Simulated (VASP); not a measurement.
# Sn (P6_3/mmc) in VASP: a series of runs

Sn is run at these levels: PBE; tasks: single point.

All numbers are computed with VASP 6.6.1; they aren't measurements. Logs are shortened: lines on timing, memory, paths and dates and some standing lists are left out, and cuts for length are marked.

## Step 1: The cell of the first run

Symmetry: P6_3/mmc, No. 194, hexagonal system. The conventional cell has a = 3.309 Å, b = 3.309 Å, c = 5.264 Å, α = 90.00°, β = 90.00°, γ = 120.00°. Within 4.3 Å of Sn (site symmetry -6m2) lie 12 Sn at 3.25 to 3.31 Å.

This isn't the form of Sn at room conditions, which is tetragonal (white tin).

## Step 2: Single point, PBE

The input, INCAR:

```
PREC = Accurate
ENCUT = 520
EDIFF = 1E-6
ISMEAR = -1
SIGMA = 0.05
LREAL = False
LASPH = True
NELM = 80
ALGO = Normal
ISIF = 2
LWAVE = False
LCHARG = False
GGA = PE
NBANDS = 21
```

The input, KPOINTS:

```
regular mesh
0
Gamma
  13 13 7
```

The input, POSCAR:

```
Sn
1.0
    3.3087254081      0.0000000000      0.0000000000
   -1.6543627041      2.8654402575      0.0000000000
    0.0000000000      0.0000000000      5.2638458165
Sn
2
Direct
    0.3333333333      0.6666666667      0.2500000000
    0.6666666667      0.3333333333      0.7500000000
```

Potentials or basis: VASP PAW PBE potentials, release 64 (Sn_d).

Command:

```
> cat potpaw_PBE.64/Sn_d/POTCAR > POTCAR
> mpirun -np 1 vasp_std > vasp.out
```

OUTCAR:

```text
PREC = Accurate
   ENCUT = 520
   EDIFF = 1E-6
   ISMEAR = -1
   LREAL = False
   LASPH = True
   NELM = 80
   ISIF = 2
   GGA = PE

 ion  position               nearest neighbor table
   1  0.333  0.667  0.250-   2 3.25   2 3.25   2 3.25   2 3.25   2 3.25   2 3.25
   2  0.667  0.333  0.750-   1 3.25   1 3.25   1 3.25   1 3.25   1 3.25   1 3.25

  LATTYP: Found a hexagonal cell.
 ALAT       =     3.3087254081
 C/A-ratio  =     1.5908983573

  Lattice vectors:

 A1 = (   3.3087254081,   0.0000000000,   0.0000000000)
 A2 = (  -1.6543627041,   2.8654402575,   0.0000000000)
 A3 = (   0.0000000000,   0.0000000000,   5.2638458165)

Analysis of symmetry for initial positions (statically):
=====================================================================
 Subroutine PRICEL returns:
 Original cell was already a primitive cell.

 Routine SETGRP: Setting up the symmetry group for a
 hexagonal supercell.

 Subroutine GETGRP returns: Found 24 space group operations
 (whereof 12 operations were pure point group operations)
 out of a pool of 24 trial point group operations.

The static configuration has the point symmetry D_3d.
 The point group associated with its full space group is D_6h.

Analysis of symmetry for dynamics (positions and initial velocities):
=====================================================================
 Subroutine PRICEL returns:
 Original cell was already a primitive cell.

 Routine SETGRP: Setting up the symmetry group for a
 hexagonal supercell.

 Subroutine GETGRP returns: Found 24 space group operations
 (whereof 12 operations were pure point group operations)
 out of a pool of 24 trial point group operations.

The dynamic configuration has the point symmetry D_3d.
 The point group associated with its full space group is D_6h.

 Subroutine INISYM returns: Found 24 space group operations
 (whereof 12 operations are pure point group operations),
 and found     1 'primitive' translations

----------------------------------------------------------------------------------------

                                     Primitive cell

  volume of cell :      49.9063

  direct lattice vectors                    reciprocal lattice vectors
     3.308725408  0.000000000  0.000000000     0.302231185  0.174493256  0.000000000
    -1.654362704  2.865440257  0.000000000     0.000000000  0.348986512  0.000000000
     0.000000000  0.000000000  5.263845816     0.000000000  0.000000000  0.189975169

  length of vectors
     3.308725408  3.308725408  5.263845816     0.348986512  0.348986512  0.189975169

  position of ions in fractional coordinates (direct lattice)
     0.333333333  0.666666667  0.250000000
     0.666666667  0.333333333  0.750000000

  ion indices of the primitive-cell ions
   primitive index   ion index
                 1           1
                 2           2

----------------------------------------------------------------------------------------

 KPOINTS: regular mesh

Automatic generation of k-mesh.
 Grid dimensions read from file:
 generate k-points for:   13   13    7

 Generating k-lattice:

  Cartesian coordinates                     Fractional coordinates (reciprocal lattice)
     0.023248553  0.013422558  0.000000000     0.076923077  0.000000000  0.000000000
     0.000000000  0.026845116  0.000000000     0.000000000  0.076923077  0.000000000
     0.000000000  0.000000000  0.027139310     0.000000000  0.000000000  0.142857143

  Length of vectors
     0.026845116  0.026845116  0.027139310

  Shift w.r.t. Gamma in fractional coordinates (k-lattice)
     0.000000000  0.000000000  0.000000000

 Subroutine IBZKPT returns following result:
 ===========================================

 Found     84 irreducible k-points:

 Following reciprocal coordinates:
            Coordinates               Weight
  0.000000  0.000000  0.000000      1.000000
  0.076923  0.000000  0.000000      6.000000
  0.153846  0.000000  0.000000      6.000000
  0.230769  0.000000  0.000000      6.000000
  0.307692  0.000000  0.000000      6.000000
  0.384615  0.000000  0.000000      6.000000
[... 16 lines left out ...]
  0.076923  0.000000  0.142857     12.000000
  0.153846  0.000000  0.142857     12.000000
 [... further k-points ...]
   k-points           NKPTS =     84   k-points in BZ     NKDIM =     84   number of bands    NBANDS=     21
   number of dos      NEDOS =    301   number of ions     NIONS =      2
   total plane-waves  NPLWV =  31360
   dimension x,y,z NGX =    28 NGY =   28 NGZ =   40
   dimension x,y,z NGXF=    56 NGYF=   56 NGZF=   80
   ions per type =               2
   NGX,Y,Z   is equivalent  to a cutoff of  14.07, 14.07, 12.63 a.u.
   NGXF,Y,Z  is equivalent  to a cutoff of  28.14, 28.14, 25.27 a.u.
 SYSTEM =  unknown system
   PREC   = accura    normal or accurate (medium, high low for compatibility)
   ISTART =      0    job   : 0-new  1-cont  2-samecut
   ICHARG =      2    charge: 1-file 2-atom 10-const
   ISPIN  =      1    spin polarized calculation?
   LNONCOLLINEAR =      F non collinear calculations
   LSORBIT =      F    spin-orbit coupling
   LASPH  =      T    aspherical Exc in radial PAW
   ENCUT  =  520.0 eV  38.22 Ry    6.18 a.u.   6.15  6.15  9.79*2*pi/ulx,y,z
   NELM   =     80;   NELMIN=  2; NELMDL= -5     # of ELM steps
   EDIFF  = 0.1E-05   stopping-criterion for ELM
   LREAL  =      F    real-space projection
   EDIFFG = 0.1E-04   stopping-criterion for IOM
   NSW    =      0    number of steps for IOM
   IBRION =     -1    ionic relax: 0-MD 1-quasi-New 2-CG
   NFREE  =      0    steps in history (QN), initial steepest desc. (CG)
   ISIF   =      2    stress and relaxation
   ISYM   =      2    0-nonsym 1-usesym 2-fastsym
   POTIM  = 0.5000    time-step for ionic-motion
   TEBEG  =    0.0;   TEEND  =   0.0 temperature during run
   PSTRESS=    0.0 pullay stress
   NELECT =      28.0000    total number of electrons
   NUPDOWN=      -1.0000    fix difference up-down
   EMIN   =  10.00;   EMAX   =-10.00  energy-range for DOS
   EFERMI =   0.00;   METHOD = LEGACY
   ISMEAR =    -1;   SIGMA  =   0.05  broadening in eV -4-tet -1-fermi 0-gaus
   EFERMI_NEDOS =   21; number of points for ismear=-14 and -15
   IALGO  =     38    algorithm
   IMIX   =      4    mixing-type and parameters
     AMIX     =   0.40;   BMIX     =  1.00
     AMIX_MAG =   1.60;   BMIX_MAG =  1.00
  volume/ion in A,a.u.               =      24.95       168.39
  Fermi-wavevector in a.u.,A,eV,Ry     =   1.350234  2.551573 24.805221  1.823132
  Thomas-Fermi vector in A             =   2.477755
   LORBIT       =      0    0 simple, 1 ext, 2 COOP (PROOUT), +10 PAW based schemes
   GGA     = PE    functional components
[... 5 lines left out ...]
 non-spin polarized calculation
  energy-cutoff  :      520.00
  volume of cell :       49.91
 maximum number of plane-waves:      1363
 NGX is ok and might be reduce to    28
   NGX = 13   NGY = 13   NGZ = 19

 number of electron      27.9999994 magnetization

 Free energy of the ion-electron system (eV)
  ---------------------------------------------------
  ext. energy  EPLUGINS =         0.00000000
  ---------------------------------------------------
  free energy    TOTEN  =        -7.46787858 eV

  energy without entropy =       -7.45818912  energy(sigma->0) =       -7.46303385

 E-fermi :   9.2277     XC(G=0): -10.7735

 val. band max:        9.2100365137   @ k =   0.3077   0.1538   0.2857
 cond. band min:       9.2416300170   @ k =   0.3846   0.1538   0.0000
 fundamental gap:      0.0315935033
 Fermi energy:         9.2277299756

 k-point     1 :       0.0000    0.0000    0.0000
  band No.  band energies     occupation
      1     -12.4177      2.00000
      2     -12.4003      2.00000
      3     -12.3905      2.00000
      4     -12.3905      2.00000
      5     -12.3746      2.00000
      6     -12.3746      2.00000
[... 13 lines left out ...]
     20      18.9565      0.00000
     21      21.6342      0.00000

 k-point     2 :       0.0769    0.0000    0.0000
  band No.  band energies     occupation
      1     -12.4185      2.00000
      2     -12.4057      2.00000
      3     -12.3809      2.00000
      4     -12.3795      2.00000
      5     -12.3706      2.00000
      6     -12.3652      2.00000
[... 13 lines left out ...]
     20      19.4673      0.00000
     21      20.9857      0.00000

 k-point     3 :       0.1538    0.0000    0.0000
  band No.  band energies     occupation
      1     -12.4350      2.00000
      2     -12.3972      2.00000
      3     -12.3728      2.00000
      4     -12.3713      2.00000
      5     -12.3706      2.00000
      6     -12.3545      2.00000
[... 13 lines left out ...]
     20      20.0884      0.00000
     21      20.4767      0.00000

 k-point     4 :       0.2308    0.0000    0.0000
  band No.  band energies     occupation
      1     -12.4580      2.00000
      2     -12.3914      2.00000
      3     -12.3886      2.00000
      4     -12.3841      2.00000
      5     -12.3610      2.00000
      6     -12.3173      2.00000
[... 13 lines left out ...]
     20      19.4241      0.00000
     21      20.7478      0.00000

 k-point     5 :       0.3077    0.0000    0.0000
  band No.  band energies     occupation
      1     -12.4805      2.00000
      2     -12.4130      2.00000
      3     -12.3976      2.00000
      4     -12.3905      2.00000
      5     -12.3408      2.00000
      6     -12.2851      2.00000
[... 13 lines left out ...]
     20      18.8060      0.00000
     21      20.5786      0.00000
[... 382 lines left out ...]
     20      22.7273      0.00000
     21      22.9701      0.00000

 k-point    22 :       0.0000    0.0000    0.1429
  band No.  band energies     occupation
      1     -12.4162      2.00000
      2     -12.4005      2.00000
      3     -12.3998      2.00000
      4     -12.3998      2.00000
      5     -12.3787      2.00000
      6     -12.3787      2.00000
[... 13 lines left out ...]
     20      19.1152      0.00000
     21      21.1944      0.00000

 k-point    23 :       0.0769    0.0000    0.1429
  band No.  band energies     occupation
      1     -12.4182      2.00000
      2     -12.4050      2.00000
      3     -12.3929      2.00000
      4     -12.3925      2.00000
      5     -12.3746      2.00000
      6     -12.3694      2.00000
[... 13 lines left out ...]
     20      19.4260      0.00000
     21      20.7963      0.00000

 k-point    24 :       0.1538    0.0000    0.1429
  band No.  band energies     occupation
      1     -12.4343      2.00000
      2     -12.3979      2.00000
      3     -12.3914      2.00000
      4     -12.3793      2.00000
      5     -12.3649      2.00000
      6     -12.3436      2.00000
[... 13 lines left out ...]
     20      19.6680      0.00000
     21      19.8867      0.00000

 [... further k-points ...]
[... 5 lines left out ...]
  --------------------------------------------------------------------------------------
  -------------------------------------------------------------------------------------
  Total        2.0003259      2.0003259      2.0083375     -0.0000000      0.0000000     -0.0000000
  in kB       64.2178998     64.2178998     64.4751027     -0.0000000      0.0000000     -0.0000000
  external PRESSURE =      64.3036341 kB  Pullay stress =       0.0000000 kB

 VOLUME and BASIS-vectors are now :
 -----------------------------------------------------------------------------
  energy-cutoff  :      520.00
  volume of cell :       49.91
      direct lattice vectors                 reciprocal lattice vectors
     3.308725408  0.000000000  0.000000000     0.302231185  0.174493256  0.000000000
    -1.654362704  2.865440257  0.000000000     0.000000000  0.348986512  0.000000000
     0.000000000  0.000000000  5.263845816     0.000000000  0.000000000  0.189975169

 POSITION                                       TOTAL-FORCE (eV/Angst)
 -----------------------------------------------------------------------------------
     -0.00000      1.91029      1.31596         0.000000     -0.000000      0.000000
      1.65436      0.95515      3.94788         0.000000      0.000000     -0.000000
 -----------------------------------------------------------------------------------
    total drift:                               -0.000000      0.000000      0.000000

  FREE ENERGIE OF THE ION-ELECTRON SYSTEM (eV)
  ---------------------------------------------------
  free  energy   TOTEN  =        -7.4678785847 eV

  energy  without entropy=       -7.4581891172  energy(sigma->0) =       -7.46303385
```

It took 66 s on 1 thread of Intel Xeon Platinum 8488C (Sapphire Rapids), shared host; peak memory 0.21 GiB.

What came out:

```
Free energy            : -7.4679 eV
Pressure               : 6.4 GPa
Band gap on the k mesh : zero (bands 14 and 15 overlap by 8.23 eV)
```

Caveat: the cell stands under pressure; spin-orbit coupling is left out, which moves the levels of the heavy elements.

## Step 3: Single point, PBE (24.95 Å³/atom)

The input, INCAR:

```
SYSTEM = Sn
PREC = Accurate
ENCUT = 520
EDIFF = 1E-7
ISMEAR = -1
SIGMA = 0.05
LREAL = .False.
LASPH = .True.
NELM = 60
ALGO = Normal
ISIF = 2
LWAVE = .False.
LCHARG = .False.
GGA = PE
NBANDS = 21
```

The input, KPOINTS:

```
regular mesh
0
Gamma
  13 13 7
  0 0 0
```

POSCAR is that of step 2.

Potentials or basis: VASP PAW PBE potentials, release 64 (Sn_d).

Command:

```
> cat potpaw_PBE.64/Sn_d/POTCAR > POTCAR
> mpirun -np 1 vasp_std > vasp.out
```

It took 72 s on 1 thread of Intel Xeon Platinum 8488C (Sapphire Rapids), shared host; peak memory 0.21 GiB.

It converged, with:

```yaml
Free_energy: -7.4679 eV
Pressure: 6.4 GPa
Band_gap_on_the_k_mesh: zero (bands 14 and 15 overlap by 8.23 eV)
```

Levels at points of the mesh, in eV from the Fermi level:
```
           k point  band 10  band 11  band 12  band 13  band 14  band 15  band 16  band 17  band 18  band 19
(0.00, 0.00, 0.00)   -21.45   -11.80    -6.65    -5.04     5.87     5.87     7.86     7.86     9.13     9.50
```

Caveat: the cell stands under pressure; spin-orbit coupling is left out, which moves the levels of the heavy elements.
